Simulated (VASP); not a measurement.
# Ta2Si (I4/mcm) in VASP: further runs

Runs on Ta2Si. Level: PBEsol. Tasks: single point.

Program: VASP 6.6.1. These are calculated values, not measurements. Logs are shortened: lines on timing, memory, paths and dates and some standing lists are left out, and cuts for length are marked.

### Step 1. The cell of the first run

The structure is tetragonal, space group I4/mcm (No. 140). Conventional cell: a = 6.176 Å, b = 6.176 Å, c = 5.047 Å, α = 90.00°, β = 90.00°, γ = 90.00°. Within 3.5 Å of Ta (site symmetry m2m) lie 4 Si at 2.63 Å and 11 Ta at 2.86 to 3.27 Å. Si (site symmetry 422) has 2 Si at 2.52 Å and 8 Ta at 2.63 Å within 3.3 Å.

### Step 2. Single point, PBEsol

INCAR reads:

```
PREC = Accurate
ENCUT = 520
EDIFF = 1E-6
ISMEAR = 0
SIGMA = 0.05
LREAL = F
LASPH = T
NELM = 80
ALGO = Normal
ISIF = 2
LWAVE = F
LCHARG = F
GGA = PS
NBANDS = 35
```

KPOINTS reads:

```
Automatic mesh
0
Gamma
  5 5 5
```

POSCAR reads:

```
Ta2Si
1.0
   -3.0877629443      3.0877629443      2.5236412193
    3.0877629443     -3.0877629443      2.5236412193
    3.0877629443      3.0877629443     -2.5236412193
Ta Si
4 2
Direct
    0.6635932100      0.8364067900      0.5000000000
    0.8364067900      0.3364067900      0.1728135800
    0.3364067900      0.1635932100      0.5000000000
    0.1635932100      0.6635932100      0.8271864200
    0.2500000000      0.2500000000      0.0000000000
    0.7500000000      0.7500000000      0.0000000000
```

Potentials or basis: VASP PAW PBE potentials, release 64 (Ta_pv, Si).

Launch:

```bash
cat potpaw_PBE.64/Ta_pv/POTCAR potpaw_PBE.64/Si/POTCAR > POTCAR
mpirun -np 1 vasp_std > vasp.out
```

OUTCAR:

```text
PREC = Accurate
   ENCUT = 520
   EDIFF = 1E-6
   ISMEAR = 0
   LREAL = F
   LASPH = T
   NELM = 80
   ISIF = 2
   GGA = PS

 ion  position               nearest neighbor table
   1  0.664  0.836  0.500-   5 2.63   5 2.63   6 2.63   6 2.63   3 2.86   3 2.94   3 2.94   2 3.23
                             4 3.23   4 3.23   2 3.23   4 3.27   2 3.27   4 3.27   2 3.27
   2  0.836  0.336  0.173-   6 2.63   5 2.63   5 2.63   6 2.63   4 2.86   4 2.94   4 2.94   1 3.23
                             3 3.23   3 3.23   1 3.23   1 3.27   3 3.27   3 3.27   1 3.27
   3  0.336  0.164  0.500-   6 2.63   6 2.63   5 2.63   5 2.63   1 2.86   1 2.94   1 2.94   2 3.23
                             4 3.23   4 3.23   2 3.23   4 3.27   2 3.27   2 3.27   4 3.27
   4  0.164  0.664  0.827-   6 2.63   5 2.63   5 2.63   6 2.63   2 2.86   2 2.94   2 2.94   3 3.23
                             1 3.23   1 3.23   3 3.23   3 3.27   1 3.27   1 3.27   3 3.27
   5  0.250  0.250  0.000-   6 2.52   6 2.52   1 2.63   1 2.63   3 2.63   4 2.63   3 2.63   2 2.63
                             4 2.63   2 2.63
   6  0.750  0.750  0.000-   5 2.52   5 2.52   3 2.63   3 2.63   1 2.63   1 2.63   4 2.63   2 2.63
                             4 2.63   2 2.63

  LATTYP: Found a body centered tetragonal cell.
 ALAT       =     6.1755258886
 C/A-ratio  =     0.8173040693

  Lattice vectors:

 A1 = (  -3.0877629443,   3.0877629443,   2.5236412193)
 A2 = (   3.0877629443,  -3.0877629443,   2.5236412193)
 A3 = (   3.0877629443,   3.0877629443,  -2.5236412193)

Analysis of symmetry for initial positions (statically):
=====================================================================
 Subroutine PRICEL returns:
 Original cell was already a primitive cell.

 Routine SETGRP: Setting up the symmetry group for a
 body centered tetragonal supercell.

 Subroutine GETGRP returns: Found 16 space group operations
 (whereof  8 operations were pure point group operations)
 out of a pool of 16 trial point group operations.

The static configuration has the point symmetry C_4h.
 The point group associated with its full space group is D_4h.

Analysis of symmetry for dynamics (positions and initial velocities):
=====================================================================
 Subroutine PRICEL returns:
 Original cell was already a primitive cell.

 Routine SETGRP: Setting up the symmetry group for a
 body centered tetragonal supercell.

 Subroutine GETGRP returns: Found 16 space group operations
 (whereof  8 operations were pure point group operations)
 out of a pool of 16 trial point group operations.

The dynamic configuration has the point symmetry C_4h.
 The point group associated with its full space group is D_4h.

 Subroutine INISYM returns: Found 16 space group operations
 (whereof  8 operations are pure point group operations),
 and found     1 'primitive' translations

----------------------------------------------------------------------------------------

                                     Primitive cell

  volume of cell :      96.2444

  direct lattice vectors                    reciprocal lattice vectors
    -3.087762944  3.087762944  2.523641219     0.000000000  0.161929529  0.198126420
     3.087762944 -3.087762944  2.523641219     0.161929529  0.000000000  0.198126420
     3.087762944  3.087762944 -2.523641219     0.161929529  0.161929529  0.000000000

  length of vectors
     5.043542902  5.043542902  5.043542902     0.255881322  0.255881322  0.229002936

  position of ions in fractional coordinates (direct lattice)
     0.663593210  0.836406790  0.500000000
     0.836406790  0.336406790  0.172813580
     0.336406790  0.163593210  0.500000000
     0.163593210  0.663593210  0.827186420
     0.250000000  0.250000000  0.000000000
     0.750000000  0.750000000  0.000000000

  ion indices of the primitive-cell ions
   primitive index   ion index
                 1           1
                 2           2
                 3           3
                 4           4
                 5           5
                 6           6

----------------------------------------------------------------------------------------

 KPOINTS: Automatic mesh

Automatic generation of k-mesh.
 Grid dimensions read from file:
 generate k-points for:    5    5    5

 Generating k-lattice:

  Cartesian coordinates                     Fractional coordinates (reciprocal lattice)
     0.000000000  0.032385906  0.039625284     0.200000000  0.000000000 -0.000000000
     0.032385906  0.000000000  0.039625284     0.000000000  0.200000000 -0.000000000
     0.032385906  0.032385906  0.000000000     0.000000000  0.000000000  0.200000000

  Length of vectors
     0.051176264  0.051176264  0.045800587

  Shift w.r.t. Gamma in fractional coordinates (k-lattice)
     0.000000000  0.000000000  0.000000000

 Subroutine IBZKPT returns following result:
 ===========================================

 Found     18 irreducible k-points:

 Following reciprocal coordinates:
            Coordinates               Weight
  0.000000  0.000000  0.000000      1.000000
  0.200000  0.000000 -0.000000      8.000000
  0.400000  0.000000 -0.000000      8.000000
  0.200000  0.200000 -0.000000      8.000000
  0.400000  0.200000 -0.000000     16.000000
 -0.400000  0.200000  0.000000     16.000000
[... 10 lines left out ...]
 -0.400000  0.400000  0.400000      4.000000
 -0.400000 -0.400000  0.400000      2.000000
   k-points           NKPTS =     18   k-points in BZ     NKDIM =     18   number of bands    NBANDS=     35
   number of dos      NEDOS =    301   number of ions     NIONS =      6
   total plane-waves  NPLWV =  64000
   dimension x,y,z NGX =    40 NGY =   40 NGZ =   40
   dimension x,y,z NGXF=    80 NGYF=   80 NGZF=   80
   ions per type =               4   2
   NGX,Y,Z   is equivalent  to a cutoff of  13.18, 13.18, 13.18 a.u.
   NGXF,Y,Z  is equivalent  to a cutoff of  26.37, 26.37, 26.37 a.u.
 SYSTEM =  unknown system
   PREC   = accura    normal or accurate (medium, high low for compatibility)
   ISTART =      0    job   : 0-new  1-cont  2-samecut
   ICHARG =      2    charge: 1-file 2-atom 10-const
   ISPIN  =      1    spin polarized calculation?
   LNONCOLLINEAR =      F non collinear calculations
   LSORBIT =      F    spin-orbit coupling
   LASPH  =      T    aspherical Exc in radial PAW
   ENCUT  =  520.0 eV  38.22 Ry    6.18 a.u.   9.38  9.38  9.38*2*pi/ulx,y,z
   NELM   =     80;   NELMIN=  2; NELMDL= -5     # of ELM steps
   EDIFF  = 0.1E-05   stopping-criterion for ELM
   LREAL  =      F    real-space projection
   EDIFFG = 0.1E-04   stopping-criterion for IOM
   NSW    =      0    number of steps for IOM
   IBRION =     -1    ionic relax: 0-MD 1-quasi-New 2-CG
   NFREE  =      0    steps in history (QN), initial steepest desc. (CG)
   ISIF   =      2    stress and relaxation
   ISYM   =      2    0-nonsym 1-usesym 2-fastsym
   POTIM  = 0.5000    time-step for ionic-motion
   TEBEG  =    0.0;   TEEND  =   0.0 temperature during run
   PSTRESS=    0.0 pullay stress
   NELECT =      52.0000    total number of electrons
   NUPDOWN=      -1.0000    fix difference up-down
   EMIN   =  10.00;   EMAX   =-10.00  energy-range for DOS
   EFERMI =   0.00;   METHOD = LEGACY
   ISMEAR =     0;   SIGMA  =   0.05  broadening in eV -4-tet -1-fermi 0-gaus
   EFERMI_NEDOS =   21; number of points for ismear=-14 and -15
   IALGO  =     38    algorithm
   IMIX   =      4    mixing-type and parameters
     AMIX     =   0.40;   BMIX     =  1.00
     AMIX_MAG =   1.60;   BMIX_MAG =  1.00
  volume/ion in A,a.u.               =      16.04       108.25
  Fermi-wavevector in a.u.,A,eV,Ry     =   1.333370  2.519705 24.189476  1.777876
  Thomas-Fermi vector in A             =   2.462234
   LORBIT       =      0    0 simple, 1 ext, 2 COOP (PROOUT), +10 PAW based schemes
   GGA     = PS    functional components
   LHFCALC =     F    Hartree Fock is set to
   AEXX    =    0.0000 exact exchange contribution
   IVDW    =     0    specifies the selected vdW correction
   LEPSILON=     F    determine dielectric tensor
   LRPA    =     F    only Hartree local field effects (RPA)
 non-spin polarized calculation
 Gauss-broadening in eV      SIGMA  =   0.05
  energy-cutoff  :      520.00
  volume of cell :       96.24
 maximum number of plane-waves:      2613
 NGX is ok and might be reduce to    40
   NGX = 19   NGY = 19   NGZ = 19

 number of electron      52.0000001 magnetization

 Free energy of the ion-electron system (eV)
  ---------------------------------------------------
  ext. energy  EPLUGINS =         0.00000000
  ---------------------------------------------------
  free energy    TOTEN  =       -65.30956370 eV

  energy without entropy =      -65.30595136  energy(sigma->0) =      -65.30775753

 E-fermi :   7.4211     XC(G=0): -12.5290

 val. band max:        7.3966797291   @ k =   0.2000   0.2000  -0.0000
 cond. band min:       7.4732908977   @ k =  -0.4000   0.4000   0.0000
 fundamental gap:      0.0766111686
 Fermi energy:         7.4211013076

 k-point     1 :       0.0000    0.0000    0.0000
  band No.  band energies     occupation
      1     -27.0956      2.00000
      2     -27.0956      2.00000
      3     -27.0767      2.00000
      4     -27.0343      2.00000
      5     -27.0343      2.00000
      6     -26.9995      2.00000
[... 27 lines left out ...]
     34      11.7838      0.00000
     35      12.8835      0.00000

 k-point     2 :       0.2000    0.0000   -0.0000
  band No.  band energies     occupation
      1     -27.1515      2.00000
      2     -27.1476      2.00000
      3     -27.0974      2.00000
      4     -27.0047      2.00000
      5     -26.9773      2.00000
      6     -26.9647      2.00000
[... 27 lines left out ...]
     34      11.6415      0.00000
     35      12.0977      0.00000

 k-point     3 :       0.4000    0.0000   -0.0000
  band No.  band energies     occupation
      1     -27.1946      2.00000
      2     -27.1913      2.00000
      3     -27.0563      2.00000
      4     -26.9954      2.00000
      5     -26.9953      2.00000
      6     -26.9016      2.00000
[... 27 lines left out ...]
     34      10.9047      0.00000
     35      11.7233      0.00000

 k-point     4 :       0.2000    0.2000   -0.0000
  band No.  band energies     occupation
      1     -27.1999      2.00000
      2     -27.1360      2.00000
      3     -27.1279      2.00000
      4     -27.0315      2.00000
      5     -26.9238      2.00000
      6     -26.9212      2.00000
[... 27 lines left out ...]
     34      10.8406      0.00000
     35      11.9120      0.00000

 k-point     5 :       0.4000    0.2000   -0.0000
  band No.  band energies     occupation
      1     -27.2034      2.00000
      2     -27.1438      2.00000
      3     -27.0724      2.00000
      4     -27.0127      2.00000
      5     -26.9899      2.00000
      6     -26.9400      2.00000
[... 410 lines left out ...]
 k-point    16 :      -0.2000   -0.2000    0.2000
  band No.  band energies     occupation
      1     -27.2031      2.00000
      2     -27.1299      2.00000
      3     -27.1299      2.00000
      4     -27.0724      2.00000
      5     -26.9399      2.00000
      6     -26.8783      2.00000
[... 27 lines left out ...]
     34      11.7177      0.00000
     35      11.7241      0.00000

 k-point    17 :      -0.4000    0.4000    0.4000
  band No.  band energies     occupation
      1     -27.2277      2.00000
      2     -27.1969      2.00000
      3     -27.0837      2.00000
      4     -27.0232      2.00000
      5     -26.9601      2.00000
      6     -26.9255      2.00000
[... 27 lines left out ...]
     34      11.2097      0.00000
     35      11.3294      0.00000

 k-point    18 :      -0.4000   -0.4000    0.4000
  band No.  band energies     occupation
      1     -27.1883      2.00000
      2     -27.1796      2.00000
      3     -27.1466      2.00000
      4     -27.0272      2.00000
      5     -27.0272      2.00000
      6     -26.8571      2.00000
[... 27 lines left out ...]
     34      11.0345      0.00000
     35      11.9166      0.00000

------------------------ aborting loop because EDIFF is reached ----------------------------------------

  FORCE on cell =-STRESS in cart. coord.  units (eV):
  Direction    XX          YY          ZZ          XY          YZ          ZX
  --------------------------------------------------------------------------------------
  -------------------------------------------------------------------------------------
  Total       -2.1769923     -2.1769923     -0.8427992      0.0000000      0.0000000      0.0000000
  in kB      -36.2403161    -36.2403161    -14.0300493      0.0000000      0.0000000      0.0000000
  external PRESSURE =     -28.8368938 kB  Pullay stress =       0.0000000 kB

 VOLUME and BASIS-vectors are now :
 -----------------------------------------------------------------------------
  energy-cutoff  :      520.00
  volume of cell :       96.24
      direct lattice vectors                 reciprocal lattice vectors
    -3.087762944  3.087762944  2.523641219     0.000000000  0.161929529  0.198126420
     3.087762944 -3.087762944  2.523641219     0.161929529  0.000000000  0.198126420
     3.087762944  3.087762944 -2.523641219     0.161929529  0.161929529  0.000000000

 POSITION                                       TOTAL-FORCE (eV/Angst)
 -----------------------------------------------------------------------------------
      2.07749      1.01027      2.52364         0.034904     -0.034904     -0.000000
     -1.01027      2.07749      2.52364         0.034904      0.034904     -0.000000
      1.01027      2.07749      0.00000        -0.034904      0.034904     -0.000000
      4.09804      1.01027      0.00000        -0.034904     -0.034904      0.000000
      0.00000      0.00000      1.26182         0.000000     -0.000000     -0.000000
      0.00000      0.00000      3.78546         0.000000      0.000000     -0.000000
 -----------------------------------------------------------------------------------
    total drift:                               -0.000000     -0.000000     -0.000000

  FREE ENERGIE OF THE ION-ELECTRON SYSTEM (eV)
  ---------------------------------------------------
  free  energy   TOTEN  =       -65.3095636992 eV

  energy  without entropy=      -65.3059513590  energy(sigma->0) =      -65.30775753
```

It took 1.9 min on 1 thread of Intel Xeon 8259CL, shared host; peak memory 0.26 GiB.

Results:

```
Free energy            : -65.3096 eV
Pressure               : -2.9 GPa
Largest force          : 0.049 eV/Å
Band gap on the k mesh : zero (bands 26 and 27 overlap by 0.47 eV)
```

Forces on the atoms (eV/Å):
```
Ta   0.035 -0.035  0.000
Ta   0.035  0.035  0.000
Ta  -0.035  0.035  0.000
Ta  -0.035 -0.035  0.000
Si   0.000  0.000  0.000
Si   0.000  0.000  0.000
```

Stress tensor (GPa, compression positive):
```
-3.62  0.00  0.00
 0.00 -3.62  0.00
 0.00  0.00 -1.40
```

Levels at points of the mesh, in eV from the Fermi level:
| k point | band 23 | band 24 | band 25 | band 26 | band 27 | band 28 | band 29 | band 30 |
| --- | --- | --- | --- | --- | --- | --- | --- | --- |
| (0.00, 0.00, 0.00) | -2.47 | -2.02 | 0.16 | 0.23 | 0.93 | 1.29 | 1.29 | 1.54 |

Caveat: the PAW data sets were made with another functional, which shifts forces and pressure a little; spin-orbit coupling is left out, which moves the levels of the heavy elements.

(Continued in part 2 of 2.)

The gap in the log of VASP goes by the Fermi energy; the results here count the filled bands.